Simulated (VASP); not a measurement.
Wanted: the native input for a VASP 6.6.1 run.

```yaml
Task: single point
Functional: r2SCAN
Potentials_or_basis: VASP PAW PBE potentials, release 64 (Sr_sv, Ti_sv, O)
Cutoff: 520 eV
k_mesh: 6 × 6 × 6
Occupations: gaussian, width 0.01 eV
Spin: no spin polarisation
Dipole_correction: no
Further_INCAR_settings: ALGO = Normal; EDIFF = 1e-07; NBANDS = 28
```

SrTiO3:

```
Sr Ti O
1.0
     3.90685    0.00000    0.00000
     0.00000    3.90685    0.00000
     0.00000    0.00000    3.90685
Sr Ti O
1 1 3
Cartesian
  0.0000 0.0000 0.0000
  1.9534 1.9534 1.9534
  1.9534 0.0000 1.9534
  1.9534 1.9534 0.0000
  0.0000 1.9534 1.9534
```

One way to write it, as run:

POSCAR

```
SrTiO3
1.0
    3.9068515030      0.0000000000      0.0000000000
    0.0000000000      3.9068515030      0.0000000000
    0.0000000000      0.0000000000      3.9068515030
Sr Ti O
1 1 3
Direct
    0.0000000000      0.0000000000      0.0000000000
    0.5000000000      0.5000000000      0.5000000000
    0.5000000000      0.0000000000      0.5000000000
    0.5000000000      0.5000000000      0.0000000000
    0.0000000000      0.5000000000      0.5000000000
```

INCAR.step1

```
PREC = Accurate ; ENCUT = 520
ISMEAR = 0 ; SIGMA = 0.01
LREAL = F ; LASPH = T
NELM = 80 ; NBANDS = 28
GGA = PE ; ALGO = Normal
EDIFF = 1E-4 ; LWAVE = T
LCHARG = F
```

INCAR.step2

```
PREC = Accurate ; ENCUT = 520
EDIFF = 1E-7 ; ISMEAR = 0
SIGMA = 0.01 ; LREAL = F
LASPH = T ; NELM = 80
ALGO = Normal ; ISIF = 2
LWAVE = F ; LCHARG = F
METAGGA = R2SCAN ; LMIXTAU = T
NBANDS = 28 ; ISTART = 1
```

KPOINTS

```
Automatic mesh
0
Gamma
  6 6 6
```

Potentials or basis: VASP PAW PBE potentials, release 64 (Sr_sv, Ti_sv, O).

Command:

```console
$ cat potpaw_PBE.64/Sr_sv/POTCAR potpaw_PBE.64/Ti_sv/POTCAR potpaw_PBE.64/O/POTCAR > POTCAR
$ cp INCAR.step1 INCAR
$ mpirun -np 1 vasp_std > vasp.out
$ cp INCAR.step2 INCAR
$ mpirun -np 1 vasp_std > vasp.out
```

It gave:

| Property | Result |
| --- | --- |
| Pressure | 0.9 GPa |
| Band gap on the k mesh | 2.27 eV, indirect (least direct gap 2.66 eV) |

Caveat: the PAW data sets were made with another functional, which shifts forces and pressure a little.

It took 110 s on 1 thread of AMD EPYC 9R45 96-Core Processor (Zen 5) (shared host), peak memory 0.16 GiB.
